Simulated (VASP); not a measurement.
Input of a VASP 6.6.1 run:

Contents of INCAR:

```
SYSTEM = C
PREC = Accurate
ENCUT = 520
EDIFF = 1E-6
ISMEAR = 0
SIGMA = 0.01
LREAL = .FALSE.
LASPH = .TRUE.
NELM = 100
ALGO = Normal
ISIF = 2
LWAVE = .FALSE.
LCHARG = .TRUE.
GGA = PE
LELF = .TRUE.
LVHAR = .TRUE.
NBANDS = 11
```

KPOINTS

```
Automatic mesh
0
G
  6 6 6
  0 0 0
```

POSCAR

```
C
1.0
   -0.0516797269      1.7996493813      1.7996493813
    1.7996493813     -0.0516797269      1.7996493813
    1.7996493813      1.7996493813     -0.0516797269
C
2
Direct
   -0.0000596675     -0.0000596675     -0.0000596675
    0.2500596675      0.2500596675      0.2500596675
```

Potentials or basis: VASP PAW PBE potentials, release 64 (C).

Run with:

```bash
$ cat potpaw_PBE.64/C/POTCAR > POTCAR
$ mpirun -np 1 vasp_std > vasp.out
```

Task: Estimate the band gap on the k mesh.

Result: 3.94 eV, indirect (least direct gap 4.99 eV).

Task: What does it give for the pressure?

Result: -23.6 GPa.

Task: Estimate the largest force.

Result: 0.058 eV/Å.

Stress tensor (GPa, compression positive):
```
-23.65  13.93  13.93
 13.93 -23.65  13.93
 13.93  13.93 -23.65
```

Caveat: the k points lie up to 0.49 Å⁻¹ apart; the cell differs from its parent crystal (epitaxial 111 strain +4.0%). A k mesh can miss the band edges.
